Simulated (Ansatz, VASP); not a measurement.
Re: VASP beside Ansatz

```xyz
1
Lattice="0.0000 1.9454 1.9750 1.9750 0.0000 1.9750 1.9750 1.9454 0.0000" Properties=species:S:1:pos:R:3 pbc="T T T"
Re    0.0000    0.0000    0.0000
```

Change from the starting cell: strain -0.0150 x Voigt [0, 1, 0, 0, 0, 0], atoms carried along.

Alike in both runs: task single point; functional PBEsol; k mesh 20 × 20 × 20; occupations gaussian, width 0.15 eV; no spin polarisation.

```csv
,VASP,Ansatz
version,VASP 6.6.1,Ansatz 0.2.0
potentials or method,"VASP PAW PBE potentials, release 64 (Re), cutoff 520 eV","scalar-relativistic, plane waves, PAW"
valence electrons in the cell,7,15
```

|  | VASP | Ansatz | Ansatz less VASP |
| --- | --- | --- | --- |
| gap on the k mesh at the Fermi level (eV) | none | none | - |
| pressure (GPa) | -14.1 | -13.7 | +0.35 |
| traceless stress, the component that is largest in VASP (GPa) | 2.73 | 2.75 | +0.015 |

VASP's potentials were made for PBE, not for PBEsol. A gap of «none» marks a metal or a gap that the smearing closes. The functional is the same, so the differences come from potentials, cutoffs and numerics. VASP's potentials hold 7 valence electrons a cell and Ansatz's 15, so a difference there can come from the potentials and not from the codes.

Neither program's run includes spin-orbit coupling.
